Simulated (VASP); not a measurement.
# Ge2Sb2Te5 (P-3m1) in VASP: single point with PBE

Aim: the single point of Ge2Sb2Te5 with PBE.

Program: VASP 6.6.1. These are calculated values, not measurements. Logs are shortened: lines on timing, memory, paths and dates and some standing lists are left out, and cuts for length are marked.

## (1) The cell of the first run

Symmetry: P-3m1, No. 164, trigonal system. Conventional cell: a = 4.268 Å, b = 4.268 Å, c = 18.005 Å, α = 90.00°, β = 90.00°, γ = 120.00°. Ge (site symmetry 3m) has 6 Te at 2.84 to 3.32 Å within 3.7 Å. Sb (site symmetry 3m) has 6 Te at 3.02 to 3.19 Å within 4.0 Å. Within 4.3 Å of Te (site symmetry -3m) lie 6 Sb at 3.19 Å and 6 Te at 4.27 Å. Te (site symmetry 3m) has 3 Sb at 3.02 Å and 3 Ge at 3.32 Å within 4.0 Å. Te (site symmetry 3m) has 3 Ge at 2.84 Å within 3.7 Å.

## (2) Single point, PBE

INCAR

```
ALGO = Normal ; EDIFF = 1E-6
ENCUT = 520 ; GGA = PE
ISIF = 2 ; ISMEAR = 0
LASPH = True ; LCHARG = False
LREAL = False ; LWAVE = False
NBANDS = 44 ; NELM = 60
PREC = Accurate ; SIGMA = 0.01
```

KPOINTS

```
k-points
0
Gamma
  12 12 2
```

POSCAR

```
Ge2Sb2Te5
1.0
    4.2682975298      0.0000000000      0.0000000000
   -2.1341487649      3.6964540917      0.0000000000
    0.0000000000      0.0000000000     18.0054832434
Ge Sb Te
2 2 5
Direct
    0.0000000000      0.0000000000      0.3324758519
    0.0000000000      0.0000000000      0.6675241481
    0.3333333333      0.6666666667      0.1124286005
    0.6666666667      0.3333333333      0.8875713995
    0.0000000000      0.0000000000      0.0000000000
    0.3333333333      0.6666666667      0.7907980480
    0.6666666667      0.3333333333      0.2092019520
    0.3333333333      0.6666666667      0.4109389418
    0.6666666667      0.3333333333      0.5890610582
```

Potentials or basis: VASP PAW PBE potentials, release 64 (Ge_d, Sb, Te).

On the command line:

```
cat potpaw_PBE.64/Ge_d/POTCAR potpaw_PBE.64/Sb/POTCAR potpaw_PBE.64/Te/POTCAR > POTCAR
mpirun -np 1 vasp_std > vasp.out
```

OUTCAR:

```text
EDIFF = 1E-6
   ENCUT = 520
   GGA = PE
   ISIF = 2
   ISMEAR = 0
   LASPH = True
   LREAL = False
   NELM = 60
   PREC = Accurate

 ion  position               nearest neighbor table
   1  0.000  0.000  0.332-   8 2.84   8 2.84   8 2.84
   2  0.000  0.000  0.668-   9 2.84   9 2.84   9 2.84
   3  0.333  0.667  0.112-   7 3.02   7 3.02   7 3.02   5 3.19   5 3.19   5 3.19
   4  0.667  0.333  0.888-   6 3.02   6 3.02   6 3.02   5 3.19   5 3.19   5 3.19
   5  0.000  0.000  0.000-   3 3.19   4 3.19   3 3.19   4 3.19   4 3.19   3 3.19
   6  0.333  0.667  0.791-   4 3.02   4 3.02   4 3.02
   7  0.667  0.333  0.209-   3 3.02   3 3.02   3 3.02
   8  0.333  0.667  0.411-   1 2.84   1 2.84   1 2.84
   9  0.667  0.333  0.589-   2 2.84   2 2.84   2 2.84

  LATTYP: Found a hexagonal cell.
 ALAT       =     4.2682975298
 C/A-ratio  =     4.2184227125

  Lattice vectors:

 A1 = (   4.2682975298,   0.0000000000,   0.0000000000)
 A2 = (  -2.1341487649,   3.6964540917,   0.0000000000)
 A3 = (   0.0000000000,   0.0000000000,  18.0054832434)

Analysis of symmetry for initial positions (statically):
=====================================================================
 Subroutine PRICEL returns:
 Original cell was already a primitive cell.

 Routine SETGRP: Setting up the symmetry group for a
 hexagonal supercell.

 Subroutine GETGRP returns: Found 12 space group operations
 (whereof 12 operations were pure point group operations)
 out of a pool of 24 trial point group operations.

The static configuration has the point symmetry D_3d.

Analysis of symmetry for dynamics (positions and initial velocities):
=====================================================================
 Subroutine PRICEL returns:
 Original cell was already a primitive cell.

 Routine SETGRP: Setting up the symmetry group for a
 hexagonal supercell.

 Subroutine GETGRP returns: Found 12 space group operations
 (whereof 12 operations were pure point group operations)
 out of a pool of 24 trial point group operations.

The dynamic configuration has the point symmetry D_3d.

 Subroutine INISYM returns: Found 12 space group operations
 (whereof 12 operations are pure point group operations),
 and found     1 'primitive' translations

[... 108 lines left out ...]
   EDIFF  = 0.1E-05   stopping-criterion for ELM
   LREAL  =      F    real-space projection
   EDIFFG = 0.1E-04   stopping-criterion for IOM
   NSW    =      0    number of steps for IOM
   IBRION =     -1    ionic relax: 0-MD 1-quasi-New 2-CG
   NFREE  =      0    steps in history (QN), initial steepest desc. (CG)
   ISIF   =      2    stress and relaxation
   ISYM   =      2    0-nonsym 1-usesym 2-fastsym
   POTIM  = 0.5000    time-step for ionic-motion
   TEBEG  =    0.0;   TEEND  =   0.0 temperature during run
   PSTRESS=    0.0 pullay stress
   NELECT =      68.0000    total number of electrons
   NUPDOWN=      -1.0000    fix difference up-down
   EMIN   =  10.00;   EMAX   =-10.00  energy-range for DOS
   EFERMI =   0.00;   METHOD = LEGACY
   ISMEAR =     0;   SIGMA  =   0.01  broadening in eV -4-tet -1-fermi 0-gaus
   EFERMI_NEDOS =   21; number of points for ismear=-14 and -15
   IALGO  =     38    algorithm
   IMIX   =      4    mixing-type and parameters
     AMIX     =   0.40;   BMIX     =  1.00
     AMIX_MAG =   1.60;   BMIX_MAG =  1.00
  volume/ion in A,a.u.               =      31.56       213.01
  Fermi-wavevector in a.u.,A,eV,Ry     =   1.016474  1.920857 14.057799  1.033219
  Thomas-Fermi vector in A             =   2.149820
   LORBIT       =      0    0 simple, 1 ext, 2 COOP (PROOUT), +10 PAW based schemes
   GGA     = PE    functional components
   LHFCALC =     F    Hartree Fock is set to
   AEXX    =    0.0000 exact exchange contribution
   IVDW    =     0    specifies the selected vdW correction
   LEPSILON=     F    determine dielectric tensor
   LRPA    =     F    only Hartree local field effects (RPA)
 non-spin polarized calculation
 Gauss-broadening in eV      SIGMA  =   0.01
  energy-cutoff  :      520.00
  volume of cell :      284.08
 maximum number of plane-waves:      7698
 NGX is ok and might be reduce to    32
   NGX = 15   NGY = 15   NGZ = 67

 number of electron      68.0000034 magnetization

 Free energy of the ion-electron system (eV)
  ---------------------------------------------------
  ext. energy  EPLUGINS =         0.00000000
  ---------------------------------------------------
  free energy    TOTEN  =       -33.84913940 eV

  energy without entropy =      -33.84913552  energy(sigma->0) =      -33.84913746

 E-fermi :   5.9581     XC(G=0):  -9.2101

 val. band max:        5.9377926222   @ k =   0.0833   0.0000   0.5000
 cond. band min:       5.9790878554   @ k =   0.0833   0.0000   0.5000
 fundamental gap:      0.0412952332
 Fermi energy:         5.9580987434

 k-point     1 :       0.0000    0.0000    0.0000
  band No.  band energies     occupation
      1     -18.9448      2.00000
      2     -18.9448      2.00000
      3     -18.9448      2.00000
      4     -18.9448      2.00000
      5     -18.9333      2.00000
      6     -18.9333      2.00000
[... 1117 lines left out ...]
     43       8.9266      0.00000
     44       8.9283      0.00000

 [... further k-points ...]
[... 5 lines left out ...]
  --------------------------------------------------------------------------------------
  -------------------------------------------------------------------------------------
  Total       -0.0038453     -0.0038453      0.0542532      0.0000000      0.0000000      0.0000000
  in kB       -0.0216866     -0.0216866      0.3059788      0.0000000      0.0000000      0.0000000
  external PRESSURE =       0.0875352 kB  Pullay stress =       0.0000000 kB

 VOLUME and BASIS-vectors are now :
 -----------------------------------------------------------------------------
  energy-cutoff  :      520.00
  volume of cell :      284.08
      direct lattice vectors                 reciprocal lattice vectors
     4.268297530  0.000000000  0.000000000     0.234285448  0.135264767  0.000000000
    -2.134148765  3.696454092  0.000000000     0.000000000  0.270529533  0.000000000
     0.000000000  0.000000000 18.005483243     0.000000000  0.000000000  0.055538637

 POSITION                                       TOTAL-FORCE (eV/Angst)
 -----------------------------------------------------------------------------------
      0.00000      0.00000      5.98639        -0.000000      0.000000     -0.011632
      0.00000      0.00000     12.01909         0.000000     -0.000000      0.011632
     -0.00000      2.46430      2.02433         0.000000     -0.000000     -0.022735
      2.13415      1.23215     15.98115        -0.000000     -0.000000      0.022735
      0.00000      0.00000      0.00000         0.000000     -0.000000      0.000000
     -0.00000      2.46430     14.23870         0.000000     -0.000000     -0.011730
      2.13415      1.23215      3.76678        -0.000000     -0.000000      0.011730
     -0.00000      2.46430      7.39915        -0.000000      0.000000      0.015938
      2.13415      1.23215     10.60633         0.000000     -0.000000     -0.015938
 -----------------------------------------------------------------------------------
    total drift:                               -0.000000     -0.000000      0.000000

  FREE ENERGIE OF THE ION-ELECTRON SYSTEM (eV)
  ---------------------------------------------------
  free  energy   TOTEN  =       -33.8491393967 eV

  energy  without entropy=      -33.8491355226  energy(sigma->0) =      -33.84913746
```

stdout:

```text
POSCAR found type information on POSCAR GeSbTe
 POSCAR found :  3 types and       9 ions
 scaLAPACK will be used
 LDA part: xc-table for (Slater+PW92), standard interpolation
 POSCAR, INCAR and KPOINTS ok, starting setup
 FFT: planning ... GRIDC
 FFT: planning ... GRID_SOFT
 FFT: planning ... GRID
 WAVECAR not read
 entering main loop
```

Run time: 5.2 min. Hardware: 1 thread of AMD EPYC 9R45 (Zen 5), shared host; peak memory 0.61 GiB.

What came out:

```yaml
Free_energy: -33.8491 eV
Pressure: 0.0 GPa
Largest_force: 0.023 eV/Å
Band_gap_on_the_k_mesh: 0.04 eV
```

Forces in eV/Å, atoms in the order of the input:
```
Ge   0.000  0.000 -0.012
Ge   0.000  0.000  0.012
Sb   0.000  0.000 -0.023
Sb   0.000  0.000  0.023
Te   0.000  0.000  0.000
Te   0.000  0.000 -0.012
Te   0.000  0.000  0.012
Te   0.000  0.000  0.016
Te   0.000  0.000 -0.016
```

Levels at points of the mesh, in eV from the valence-band top:
```csv
k point,band 30,band 31,band 32,band 33,band 34,band 35,band 36,band 37,band 38,band 39
"(0.00, 0.00, 0.00)",-1.43,-1.43,-1.33,-1.16,-0.14,0.12,0.12,0.17,1.02,1.02
"(0.50, 0.00, 0.00)",-2.42,-1.94,-1.78,-1.28,-1.24,0.38,0.43,0.66,1.34,1.78
"(0.00, 0.00, 0.50)",-1.50,-1.48,-1.48,-1.04,-0.15,0.13,0.13,0.18,0.97,0.97
"(0.50, 0.00, 0.50)",-2.46,-2.10,-1.94,-1.71,-0.71,0.04,0.58,0.86,1.51,1.87
```

Caveat: semilocal functionals underestimate gaps, and a narrow one can read as zero; spin-orbit coupling is left out, which moves the levels of the heavy elements; this functional lacks dispersion, which binds layers or chains, so the pressure and a relaxed spacing across them are unreliable.
